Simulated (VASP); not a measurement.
A run of VASP 6.6.1 is set up as follows.

File INCAR:

```
SYSTEM = LiF
ALGO = Normal
EDIFF = 1E-6
ENCUT = 520
GGA = CA
ISIF = 2
ISMEAR = 0
LASPH = .True.
LCHARG = .True.
LELF = .True.
LREAL = .False.
LVHAR = .True.
LWAVE = .False.
NBANDS = 18
NELM = 100
PREC = Accurate
SIGMA = 0.05
```

KPOINTS

```
k-points
0
Gamma
  9 9 6
  0 0 0
```

POSCAR

```
LiF
1.0
    3.0801704379      0.0000000000      0.0000000000
   -1.5400852189      2.6675058472      0.0000000000
    0.0000000000      0.0000000000      4.5087534870
Li F
2 2
Direct
    0.3333333333      0.6666666667      0.3465456496
    0.6666666667      0.3333333333      0.8465456496
    0.3333333333      0.6666666667      0.9910195924
    0.6666666667      0.3333333333      0.4910195924
```

Potentials or basis: VASP PAW LDA potentials, release 64 (Li_sv, F).

Run with:

```console
$ cat potpaw_LDA.64/Li_sv/POTCAR potpaw_LDA.64/F/POTCAR > POTCAR
$ mpirun -np 1 vasp_std > vasp.out
```

Question: What does it give for the largest force?

Answer: 1.700 eV/Å.

Question: Predict the band gap on the k mesh.

Answer: 7.91 eV.

Forces on the atoms (eV/Å):
```
Li   0.000  0.000  1.700
Li   0.000  0.000  1.700
F    0.000  0.000 -1.700
F    0.000  0.000 -1.700
```

Caveat: an odd mesh through Γ misses points on the zone boundary, where band edges can lie; forces of over 1 eV/Å act on the atoms, so gaps and moduli don't describe the material at rest.
